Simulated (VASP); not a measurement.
Here is a VASP 6.6.1 calculation.

INCAR

```
SYSTEM = CdTe
ALGO = Normal
EDIFF = 1E-6
ENCUT = 520
GGA = PE
ISIF = 2
ISMEAR = -1
LASPH = .TRUE.
LCHARG = .FALSE.
LREAL = .FALSE.
LWAVE = .FALSE.
NBANDS = 16
NELM = 100
PREC = Accurate
SIGMA = 0.05
```

File KPOINTS:

```
k-points
0
G
  11 11 11
  0 0 0
```

The input POSCAR:

```
CdTe
1.0
    3.5143276115      0.0000000000      0.0000000000
    0.0000000000      3.5143276115      0.0000000000
    0.0000000000      0.0000000000      3.5143276115
Cd Te
1 1
Direct
    0.0000000000      0.0000000000      0.0000000000
    0.5000000000      0.5000000000      0.5000000000
```

Potentials or basis: VASP PAW PBE potentials, release 64 (Cd, Te).

Run with:

```bash
$ cat potpaw_PBE.64/Cd/POTCAR potpaw_PBE.64/Te/POTCAR > POTCAR
$ mpirun -np 1 vasp_std > vasp.out
```

Problem. Predict the band gap on the k mesh.

Solution. Zero (band 9 reaches 8.05 eV, above the bottom of band 10 at 5.91 eV).

Problem. What does it give for the pressure?

Solution. 18.0 GPa.

Caveat: spin-orbit coupling is left out, which moves the levels of the heavy elements.
